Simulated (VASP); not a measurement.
BiTe: single point with PBEsol

BiTe:

```xyz
2
Lattice="0.0000 3.1945 3.1945 3.1945 0.0000 3.1945 3.1945 3.1945 0.0000" Properties=species:S:1:pos:R:3 pbc="T T T"
Bi    3.1945    3.1945    3.1945
Te    0.0000    0.0000    0.0000
```

```json
{
  "Program": "VASP 6.6.1",
  "Task": "single point",
  "Functional": "PBEsol",
  "Potentials or basis": "VASP PAW PBE potentials, release 64 (Bi_d, Te)",
  "Cutoff": "520 eV",
  "k mesh": "8 × 8 × 8",
  "Occupations": "gaussian, width 0.05 eV",
  "Spin": "no spin polarisation",
  "Dipole correction": "no",
  "Further INCAR settings": "ALGO = Normal; EDIFF = 1e-06; NBANDS = 18"
}
```

The pressure is 0.0 GPa and the band gap on the k mesh is zero (an odd number of electrons rules out a gap without spin polarisation).

Levels at points of the mesh, in eV from the Fermi level:
| k point | band 7 | band 8 | band 9 | band 10 | band 11 | band 12 | band 13 | band 14 |
| --- | --- | --- | --- | --- | --- | --- | --- | --- |
| (0.00, 0.00, 0.00) | -7.97 | -2.61 | -2.61 | -2.61 | 2.26 | 2.26 | 2.26 | 4.61 |
| (0.50, 0.00, 0.00) | -11.36 | -1.96 | -1.96 | -1.57 | -0.84 | -0.66 | -0.66 | 7.35 |
| (0.50, 0.50, 0.00) | -9.94 | -5.91 | -4.16 | -4.16 | 2.06 | 3.80 | 3.80 | 5.27 |

Wall time 13 s on 1 thread of Intel(R) Xeon(R) 6975P-C (Granite Rapids) (shared host), peak memory 0.22 GiB.

Caveat: the PAW data sets were made with another functional, which shifts forces and pressure a little; spin-orbit coupling is left out, which moves the levels of the heavy elements.
